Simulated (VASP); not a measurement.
# KIr12 in VASP: a series of runs

Runs on KIr12. Level: PBEsol. Tasks: single point.

Everything below comes from runs of VASP 6.6.1. Logs are shortened: lines on timing, memory, paths and dates and some standing lists are left out, and cuts for length are marked.

## (1) The cell of the first run

The cell holds a slab with vacuum, 13 atoms: a = 5.431 Å, b = 5.431 Å, c = 15.434 Å, α = 90.00°, β = 90.00°, γ = 60.00°.

## (2) Single point, PBEsol

Contents of INCAR:

```
SYSTEM = KIr12
ALGO     = Normal         ! electronic algorithm
EDIFF    = 1E-6           ! SCF threshold, eV
ENCUT    = 520            ! plane-wave cutoff, eV
GGA      = PS             ! functional
ISIF     = 2              ! what is computed and relaxed
ISMEAR   = 0              ! smearing method
LASPH    = .True.         ! aspherical terms in the spheres
LCHARG   = .False.        ! write CHGCAR
LREAL    = .False.        ! projectors in reciprocal space
LWAVE    = .False.        ! write WAVECAR
NBANDS   = 70             ! bands
NELM     = 80             ! most SCF steps
PREC     = Accurate       ! precision mode
SIGMA    = 0.1            ! smearing width, eV
```

Contents of KPOINTS:

```
k-points
0
Gamma
  4 4 1
  0 0 0
```

Contents of POSCAR:

```
KIr12
1.0
    5.4305800000      0.0000000000      0.0000000000
    2.7152900000      4.7030200000      0.0000000000
    0.0000000000      0.0000000000     15.4340500000
Ir K
12 1
Direct
    0.1666666312      0.1666667375      0.0647918077
    0.6666666312      0.1666667375      0.0647918077
    0.1666666312      0.6666667375      0.0647918077
    0.6666666312      0.6666667375      0.0647918077
   -0.1661032006      0.3324597812      0.2050606937
    0.3352456190      0.3324848714      0.2028917232
   -0.1658745457      0.8330542928      0.2053100126
    0.3343228682      0.8324823199      0.2056565840
    0.0013556075     -0.0008060778      0.3459606519
    0.4998968867      0.0013991010      0.3447723702
    0.0063611909      0.4955235147      0.3429387620
    0.5011463137      0.4982609047      0.3453100126
    0.7850600563      0.6569782820      0.5279659584
```

Potentials or basis: VASP PAW PBE potentials, release 64 (Ir, K_sv).

On the command line:

```console
> cat potpaw_PBE.64/Ir/POTCAR potpaw_PBE.64/K_sv/POTCAR > POTCAR
> mpirun -np 1 vasp_std > vasp.out
```

OUTCAR:

```text
SYSTEM = KIr12
   EDIFF = 1E-6
   ENCUT = 520
   GGA = PS
   ISIF = 2
   ISMEAR = 0
   LASPH = .True.
   LREAL = .False.
   NELM = 80
   PREC = Accurate

 ion  position               nearest neighbor table
   1  0.167  0.167  0.065-   6 2.65   5 2.67   8 2.68   3 2.72   3 2.72   4 2.72   4 2.72   2 2.72
                             2 2.72
   2  0.667  0.167  0.065-   6 2.64   5 2.67   7 2.68   4 2.72   3 2.72   4 2.72   3 2.72   1 2.72
                             1 2.72
   3  0.167  0.667  0.065-   6 2.65   7 2.67   8 2.68   1 2.72   1 2.72   2 2.72   2 2.72   4 2.72
                             4 2.72
   4  0.667  0.667  0.065-   5 2.68   7 2.68   8 2.68   2 2.72   1 2.72   2 2.72   1 2.72   3 2.72
                             3 2.72
   5  0.834  0.332  0.205-  11 2.65  12 2.67   1 2.67   2 2.67   4 2.68   9 2.68   6 2.71   7 2.71
                             8 2.71   8 2.72   7 2.72   6 2.72
   6  0.335  0.332  0.203-   2 2.64   3 2.65   1 2.65  11 2.66  10 2.69  12 2.70   5 2.71   7 2.71
                             8 2.71   8 2.72   7 2.72   5 2.72
   7  0.834  0.833  0.205-  11 2.65  10 2.67   3 2.67   2 2.68   4 2.68   9 2.68   6 2.71   5 2.71
                             8 2.71   8 2.72   5 2.72   6 2.72
   8  0.334  0.832  0.206-  10 2.66  12 2.67   9 2.67   4 2.68   3 2.68   1 2.68   6 2.71   5 2.71
                             7 2.71   7 2.72   5 2.72   6 2.72
   9  0.001  0.999  0.346-   8 2.67   7 2.68   5 2.68  11 2.71  12 2.71  10 2.71  12 2.72  10 2.72
                            11 2.72
  10  0.500  0.001  0.345-   8 2.66   7 2.67  11 2.68   6 2.69  12 2.70   9 2.71   9 2.72  12 2.73
                            11 2.75  13 3.32
  11  0.006  0.496  0.343-   5 2.65   7 2.65   6 2.66  10 2.68  12 2.69   9 2.71   9 2.72  12 2.74
                            10 2.75  13 3.05
  12  0.501  0.498  0.345-   8 2.67   5 2.67  11 2.69   6 2.70  10 2.70   9 2.71   9 2.72  10 2.73
                            11 2.74  13 3.52
  13  0.785  0.657  0.528-  11 3.05  10 3.32  12 3.52

  LATTYP: Found a hexagonal cell.
 ALAT       =     5.4305797945
 C/A-ratio  =     2.8420630180

  Lattice vectors:

 A1 = (  -2.7152900000,  -4.7030200000,   0.0000000000)
 A2 = (   5.4305800000,   0.0000000000,   0.0000000000)
 A3 = (   0.0000000000,   0.0000000000,  15.4340500000)

Analysis of symmetry for initial positions (statically):
=====================================================================
 Subroutine PRICEL returns:
 Original cell was already a primitive cell.

 Routine SETGRP: Setting up the symmetry group for a
 hexagonal supercell.

 Subroutine GETGRP returns: Found  1 space group operations
 (whereof  1 operations were pure point group operations)
 out of a pool of 24 trial point group operations.

The static configuration has the point symmetry C_1 .

Analysis of symmetry for dynamics (positions and initial velocities):
=====================================================================
 Subroutine PRICEL returns:
 Original cell was already a primitive cell.

 Routine SETGRP: Setting up the symmetry group for a
 hexagonal supercell.

 Subroutine GETGRP returns: Found  1 space group operations
 (whereof  1 operations were pure point group operations)
 out of a pool of 24 trial point group operations.

The dynamic configuration has the point symmetry C_1 .

 Subroutine INISYM returns: Found  1 space group operations
 (whereof  1 operations are pure point group operations),
 and found     1 'primitive' translations

----------------------------------------------------------------------------------------

                                     Primitive cell

  volume of cell :     394.1876

  direct lattice vectors                    reciprocal lattice vectors
     5.430580000  0.000000000  0.000000000     0.184142394 -0.106314666  0.000000000
     2.715290000  4.703020000  0.000000000     0.000000000  0.212629332  0.000000000
     0.000000000  0.000000000 15.434050000     0.000000000  0.000000000  0.064791808

  length of vectors
     5.430580000  5.430579795 15.434050000     0.212629324  0.212629332  0.064791808

  position of ions in fractional coordinates (direct lattice)
     0.166666631  0.166666738  0.064791808
     0.666666631  0.166666738  0.064791808
     0.166666631  0.666666738  0.064791808
     0.666666631  0.666666738  0.064791808
     0.833896799  0.332459781  0.205060694
     0.335245619  0.332484871  0.202891723
     0.834125454  0.833054293  0.205310013
     0.334322868  0.832482320  0.205656584
     0.001355608  0.999193922  0.345960652
     0.499896887  0.001399101  0.344772370
     0.006361191  0.495523515  0.342938762
     0.501146314  0.498260905  0.345310013
     0.785060056  0.656978282  0.527965958

  ion indices of the primitive-cell ions
   primitive index   ion index
                 1           1
                 2           2
                 3           3
                 4           4
                 5           5
                 6           6
                 7           7
                 8           8
                 9           9
                10          10
                11          11
                12          12
                13          13

----------------------------------------------------------------------------------------

 KPOINTS: k-points

Automatic generation of k-mesh.
 Grid dimensions read from file:
 generate k-points for:    4    4    1

 Generating k-lattice:

  Cartesian coordinates                     Fractional coordinates (reciprocal lattice)
     0.046035598 -0.026578666  0.000000000     0.250000000  0.000000000  0.000000000
     0.000000000  0.053157333  0.000000000     0.000000000  0.250000000  0.000000000
     0.000000000  0.000000000  0.064791808     0.000000000  0.000000000  1.000000000

  Length of vectors
     0.053157331  0.053157333  0.064791808

  Shift w.r.t. Gamma in fractional coordinates (k-lattice)
     0.000000000  0.000000000  0.000000000

 Subroutine IBZKPT returns following result:
 ===========================================

 Found     10 irreducible k-points:

 Following reciprocal coordinates:
            Coordinates               Weight
  0.000000  0.000000  0.000000      1.000000
  0.250000  0.000000  0.000000      2.000000
  0.250000  0.250000  0.000000      2.000000
  0.000000  0.250000  0.000000      2.000000
  0.500000  0.000000  0.000000      1.000000
  0.500000  0.500000  0.000000      1.000000
  0.000000  0.500000  0.000000      1.000000
  0.500000  0.250000  0.000000      2.000000
  0.250000  0.500000  0.000000      2.000000
 -0.250000  0.250000  0.000000      2.000000
   k-points           NKPTS =     10   k-points in BZ     NKDIM =     10   number of bands    NBANDS=     70
   number of dos      NEDOS =    301   number of ions     NIONS =     13
   total plane-waves  NPLWV = 192000
   dimension x,y,z NGX =    40 NGY =   40 NGZ =  120
   dimension x,y,z NGXF=    80 NGYF=   80 NGZF=  240
   ions per type =              12   1
   NGX,Y,Z   is equivalent  to a cutoff of  12.25, 12.25, 12.93 a.u.
   NGXF,Y,Z  is equivalent  to a cutoff of  24.49, 24.49, 25.85 a.u.
 SYSTEM =  KIr12
   PREC   = accura    normal or accurate (medium, high low for compatibility)
   ISTART =      0    job   : 0-new  1-cont  2-samecut
   ICHARG =      2    charge: 1-file 2-atom 10-const
   ISPIN  =      1    spin polarized calculation?
   LNONCOLLINEAR =      F non collinear calculations
   LSORBIT =      F    spin-orbit coupling
   LASPH  =      T    aspherical Exc in radial PAW
   ENCUT  =  520.0 eV  38.22 Ry    6.18 a.u.  10.10 10.10 28.70*2*pi/ulx,y,z
   NELM   =     80;   NELMIN=  2; NELMDL= -5     # of ELM steps
   EDIFF  = 0.1E-05   stopping-criterion for ELM
   LREAL  =      F    real-space projection
   EDIFFG = 0.1E-04   stopping-criterion for IOM
   NSW    =      0    number of steps for IOM
   IBRION =     -1    ionic relax: 0-MD 1-quasi-New 2-CG
   NFREE  =      0    steps in history (QN), initial steepest desc. (CG)
   ISIF   =      2    stress and relaxation
   ISYM   =      2    0-nonsym 1-usesym 2-fastsym
   POTIM  = 0.5000    time-step for ionic-motion
   TEBEG  =    0.0;   TEEND  =   0.0 temperature during run
   PSTRESS=    0.0 pullay stress
   NELECT =     117.0000    total number of electrons
   NUPDOWN=      -1.0000    fix difference up-down
   EMIN   =  10.00;   EMAX   =-10.00  energy-range for DOS
   EFERMI =   0.00;   METHOD = LEGACY
   ISMEAR =     0;   SIGMA  =   0.10  broadening in eV -4-tet -1-fermi 0-gaus
   EFERMI_NEDOS =   21; number of points for ismear=-14 and -15
   IALGO  =     38    algorithm
   IMIX   =      4    mixing-type and parameters
     AMIX     =   0.40;   BMIX     =  1.00
     AMIX_MAG =   1.60;   BMIX_MAG =  1.00
  volume/ion in A,a.u.               =      30.32       204.62
  Fermi-wavevector in a.u.,A,eV,Ry     =   1.092033  2.063643 16.225441  1.192536
  Thomas-Fermi vector in A             =   2.228290
   LORBIT       =      0    0 simple, 1 ext, 2 COOP (PROOUT), +10 PAW based schemes
   GGA     = PS    functional components
   LHFCALC =     F    Hartree Fock is set to
   AEXX    =    0.0000 exact exchange contribution
   IVDW    =     0    specifies the selected vdW correction
   LEPSILON=     F    determine dielectric tensor
   LRPA    =     F    only Hartree local field effects (RPA)
 non-spin polarized calculation
 Gauss-broadening in eV      SIGMA  =   0.10
  energy-cutoff  :      520.00
  volume of cell :      394.19
 maximum number of plane-waves:     10640
   NGX = 21   NGY = 21   NGZ = 57

 number of electron     117.0000005 magnetization

 Free energy of the ion-electron system (eV)
  ---------------------------------------------------
  ext. energy  EPLUGINS =         0.00000000
  ---------------------------------------------------
  free energy    TOTEN  =      -111.97777702 eV

  energy without entropy =     -111.87463488  energy(sigma->0) =     -111.92620595

 E-fermi :   2.9175     XC(G=0):  -7.9161

 val. band max:        2.9098659637   @ k =   0.0000   0.2500   0.0000
 cond. band min:       2.9186376051   @ k =   0.2500   0.2500   0.0000
 fundamental gap:      0.0087716414
 Fermi energy:         2.9175073447

 k-point     1 :       0.0000    0.0000    0.0000
  band No.  band energies     occupation
      1     -28.5940      2.00000
      2     -12.1848      2.00000
      3     -12.1557      2.00000
      4     -12.1498      2.00000
      5      -7.4751      2.00000
      6      -5.4261      2.00000
[... 62 lines left out ...]
     69       4.3156      0.00000
     70       4.4293      0.00000

 k-point     2 :       0.2500    0.0000    0.0000
  band No.  band energies     occupation
      1     -28.5939      2.00000
      2     -12.1848      2.00000
      3     -12.1590      2.00000
      4     -12.1516      2.00000
      5      -6.8900      2.00000
      6      -4.8457      2.00000
[... 576 lines left out ...]
 k-point    10 :      -0.2500    0.2500    0.0000
  band No.  band energies     occupation
      1     -28.5937      2.00000
      2     -12.1849      2.00000
      3     -12.1616      2.00000
      4     -12.1542      2.00000
      5      -5.8675      2.00000
      6      -4.5730      2.00000
[... 62 lines left out ...]
     69       3.7019      0.00000
     70       3.7394      0.00000

------------------------ aborting loop because EDIFF is reached ----------------------------------------

  FORCE on cell =-STRESS in cart. coord.  units (eV):
  Direction    XX          YY          ZZ          XY          YZ          ZX
  --------------------------------------------------------------------------------------
  -------------------------------------------------------------------------------------
  Total      -15.0211762    -15.0909630      0.1548821     -0.2338973      0.2671436     -0.2464408
  in kB      -61.0536423    -61.3372912      0.6295189     -0.9506765      1.0858066     -1.0016599
  external PRESSURE =     -40.5871382 kB  Pullay stress =       0.0000000 kB

 VOLUME and BASIS-vectors are now :
 -----------------------------------------------------------------------------
  energy-cutoff  :      520.00
  volume of cell :      394.19
      direct lattice vectors                 reciprocal lattice vectors
     5.430580000  0.000000000  0.000000000     0.184142394 -0.106314666  0.000000000
     2.715290000  4.703020000  0.000000000     0.000000000  0.212629332  0.000000000
     0.000000000  0.000000000 15.434050000     0.000000000  0.000000000  0.064791808

 POSITION                                       TOTAL-FORCE (eV/Angst)
 -----------------------------------------------------------------------------------
      1.35764      0.78384      1.00000        -0.074106     -0.084017     -0.082447
      4.07293      0.78384      1.00000         0.080871     -0.063927     -0.130890
      2.71529      3.13535      1.00000         0.017116      0.100662     -0.074508
      5.43058      3.13535      1.00000         0.011887      0.007884      0.057696
      5.43127      1.56357      3.16492        -0.000655     -0.000896     -0.001832
      2.72337      1.56368      3.13144        -0.000105      0.000019      0.009379
      6.79177      3.91787      3.16876         0.000473      0.001431     -0.003090
      4.07600      3.91518      3.17411        -0.000889      0.000887     -0.006055
      2.72046      4.69923      5.33957        -0.000324     -0.000094      0.058485
      2.71853      0.00658      5.32123         0.000024     -0.000115      0.055097
      1.38004      2.33046      5.29293        -0.001488      0.002032      0.058207
      4.07444      2.34333      5.32953         0.000299      0.000830      0.056730
      6.04722      3.08978      8.14865        -0.033102      0.035302      0.003228
 -----------------------------------------------------------------------------------
    total drift:                                0.000240     -0.000134      0.002525

  FREE ENERGIE OF THE ION-ELECTRON SYSTEM (eV)
  ---------------------------------------------------
  free  energy   TOTEN  =      -111.9777770197 eV

  energy  without entropy=     -111.8746348800  energy(sigma->0) =     -111.92620595
```

It took 16 min on 1 thread of Intel Xeon Platinum 8259CL at 2.50GHz (Skylake/Cascade Lake), shared host; peak memory 0.55 GiB.

What came out:

- Free energy: -111.9778 eV
- Largest force: 0.167 eV/Å
- Band gap on the k mesh: zero (an odd number of electrons rules out a gap without spin polarisation)

Forces in eV/Å, atoms in the order of the input:
```
Ir  -0.074 -0.084 -0.082
Ir   0.081 -0.064 -0.131
Ir   0.017  0.101 -0.075
Ir   0.012  0.008  0.058
Ir  -0.001 -0.001 -0.002
Ir   0.000  0.000  0.009
Ir   0.000  0.001 -0.003
Ir  -0.001  0.001 -0.006
Ir   0.000  0.000  0.058
Ir   0.000  0.000  0.055
Ir  -0.001  0.002  0.058
Ir   0.000  0.001  0.057
K   -0.033  0.035  0.003
```

Caveat: the PAW data sets were made with another functional, which shifts forces and pressure a little; spin-orbit coupling is left out, which moves the levels of the heavy elements.

(Continued in part 2 of 2.)
